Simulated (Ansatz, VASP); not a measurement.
ZrH3 in VASP and in Ansatz

```
Zr H
1.0
     3.04035    0.00000    0.00000
     0.00000    3.04035    0.00000
     0.00000    0.00000    3.04035
Zr H
1 3
Direct
  0.00000 0.00000 0.00000
  0.00000 0.50000 0.50000
  0.50000 0.00000 0.50000
  0.50000 0.50000 0.00000
```

Alike in both runs: task single point; functional PBEsol; k mesh 7 × 7 × 7; occupations fermi-dirac, width 0.01 eV; no spin polarisation.

|  | VASP | Ansatz |
| --- | --- | --- |
| version | VASP 6.6.1 | Ansatz 0.2.0 |
| potentials or method | VASP PAW PBE potentials, release 64 (Zr_sv, H), cutoff 520 eV | plane waves, PAW |
| valence electrons in the cell | 15 | 15 |

```tsv
	VASP	Ansatz	Ansatz less VASP
pressure (GPa)	7.4	7.3	-0.03
```

VASP's potentials were made for PBE, not for PBEsol. With one functional, cell and mesh, what is left measures potentials, basis and numerics. Ansatz's warnings: stress scf threshold loose.
